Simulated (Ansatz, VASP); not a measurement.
**WS2: VASP beside Ansatz**

```xyz
6
Lattice="3.1663 0.0418 0.0447 -1.5469 2.7339 0.0363 0.2070 0.3139 14.9065" Properties=species:S:1:pos:R:3 pbc="T T T"
W     0.0825    1.9360    3.7680
W     1.7412    1.1540   11.1878
S     0.1513    2.0267    9.6435
S     1.6169    0.9650    2.1647
S     0.2089    2.1277   12.8295
S     1.6780    1.0593    5.3689
```

Change from the starting cell: cell sheared at random, sigma 0.03, atoms nudged by 0.01 Å.

Alike in both runs: task single point; functional PBE; k mesh 12 × 12 × 2; occupations gaussian, width 0.05 eV; no spin polarisation.

|  | VASP | Ansatz |
| --- | --- | --- |
| version | VASP 6.6.1 | Ansatz 0.2.0 |
| potentials or method | VASP PAW PBE potentials, release 64 (W_sv, S), cutoff 520 eV | scalar-relativistic, plane waves, PAW |
| valence electrons in the cell | 52 | 52 |

```csv
,VASP,Ansatz,Ansatz less VASP
gap on the k mesh at the Fermi level (eV),1.65,1.65,-0.007
least direct gap on the mesh (eV),1.85,1.85,-0.004
pressure (GPa),-0.3,-0.3,+0.04
"traceless stress, the component that is largest in VASP (GPa)",-5.97,-5.97,+0.002
rms of the force components (eV/Å),0.622,0.622,-0.0001
```

Atom by atom the forces differ by 0.002 eV/Å (rms over components).

Spin-orbit coupling is off throughout.
